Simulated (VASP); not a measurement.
A run of VASP 6.6.1:

The input POSCAR:

```
Ga3Se
1.0
    4.4324650000      0.0000000000      0.0000000000
    0.0000000000      4.4324650000      0.0000000000
    0.0000000000      0.0000000000      4.4324650000
Ga Se
3 1
Direct
    0.0000000000      0.5000000000      0.5000000000
    0.5000000000      0.0000000000      0.5000000000
    0.5000000000      0.5000000000      0.0000000000
    0.0000000000      0.0000000000      0.0000000000
```

INCAR.step1

```
SYSTEM = Ga3Se
ALGO     = Normal         ! electronic algorithm
EDIFF    = 1E-4           ! SCF threshold, eV
ENCUT    = 520            ! plane-wave cutoff, eV
GGA      = PE             ! functional
ISMEAR   = 0              ! smearing method
LASPH    = .TRUE.         ! aspherical terms in the spheres
LCHARG   = .FALSE.        ! write CHGCAR
LREAL    = .FALSE.        ! projectors in reciprocal space
LWAVE    = .TRUE.         ! write WAVECAR
NBANDS   = 30             ! bands
NELM     = 60             ! most SCF steps
PREC     = Accurate       ! precision mode
SIGMA    = 0.1            ! smearing width, eV
```

The input INCAR.step2:

```
SYSTEM = Ga3Se
ALGO     = Normal         ! electronic algorithm
EDIFF    = 1E-6           ! SCF threshold, eV
ENCUT    = 520            ! plane-wave cutoff, eV
ISIF     = 2              ! what is computed and relaxed
ISMEAR   = 0              ! smearing method
ISTART   = 1            
LASPH    = .TRUE.         ! aspherical terms in the spheres
LCHARG   = .FALSE.        ! write CHGCAR
LMIXTAU  = .TRUE.       
LREAL    = .FALSE.        ! projectors in reciprocal space
LWAVE    = .FALSE.        ! write WAVECAR
METAGGA  = R2SCAN         ! meta-GGA
NBANDS   = 30             ! bands
NELM     = 60             ! most SCF steps
PREC     = Accurate       ! precision mode
SIGMA    = 0.1            ! smearing width, eV
```

File KPOINTS:

```
k-points
0
G
  10 10 10
  0 0 0
```

Potentials or basis: VASP PAW PBE potentials, release 64 (Ga_d, Se).

Launch:

```bash
$ cat potpaw_PBE.64/Ga_d/POTCAR potpaw_PBE.64/Se/POTCAR > POTCAR
$ cp INCAR.step1 INCAR
$ mpirun -np 1 vasp_std > vasp.out
$ cp INCAR.step2 INCAR
$ mpirun -np 1 vasp_std > vasp.out
```

Hardware: 1 thread of Intel(R) Xeon(R) Platinum 8259CL CPU @ 2.50GHz (Skylake/Cascade Lake), with other jobs on the host.

Question: How long does it take, and how much memory?

Answer: Wall time 5.8 min on 1 thread of Intel(R) Xeon(R) Platinum 8259CL CPU @ 2.50GHz (Skylake/Cascade Lake), with other jobs on the host, peak memory 0.29 GiB. Counts: k points 56.
